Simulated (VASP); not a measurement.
Input of a VASP 6.6.1 run:

Contents of INCAR:

```
  ALGO = Normal
  EDIFF = 1E-6
  EDIFFG = -0.08
  ENCUT = 600
  GGA = PE
  IBRION = 2
  ISIF = 3
  ISMEAR = 0
  LASPH = True
  LCHARG = False
  LREAL = False
  LWAVE = False
  NELM = 60
  NSW = 36
  PREC = Accurate
  SIGMA = 0.2
```

File KPOINTS:

```
k-points
0
Gamma
  4 4 3
```

POSCAR

```
SnGe2
1.0
    4.8925495000      0.0000000000      0.0000000000
   -2.4462747500      4.2370721500      0.0000000000
    0.0000000000      0.0000000000      6.1398391500
Sn Ge
2 4
Direct
    0.3333333300      0.6666666700      0.2800000000
    0.6666666700      0.3333333300      0.7200000000
    0.0000000000      0.0000000000      0.0000000000
    0.0000000000      0.0000000000      0.5000000000
    0.3333333300      0.6666666700      0.7799999700
    0.6666666700      0.3333333300      0.2200000300
```

Potentials or basis: VASP PAW PBE potentials, release 64 (Sn_d, Ge_d).

Run with:

```bash
$ cat potpaw_PBE.64/Sn_d/POTCAR potpaw_PBE.64/Ge_d/POTCAR > POTCAR
$ mpirun -np 1 vasp_std > vasp.out
```

**Question.** Predict the band gap on the k mesh.

**Answer.** Zero (band 42 reaches 8.03 eV, above the bottom of band 43 at 5.96 eV).

**Question.** Predict the relaxed volume.

**Answer.** 21.85 Å³/atom.

Forces in eV/Å, atoms in the order of the input:
```
Sn   0.000  0.000 -0.021
Sn   0.000  0.000  0.021
Ge   0.000  0.000  0.000
Ge   0.000  0.000  0.000
Ge   0.000  0.000 -0.064
Ge   0.000  0.000  0.064
```

Caveat: the k points lie up to 0.36 Å⁻¹ apart in the final cell; spin-orbit coupling is left out, which moves the levels of the heavy elements; the relaxation stopped at a loose force limit of 0.08 eV/Å, so its end isn't a converged minimum.
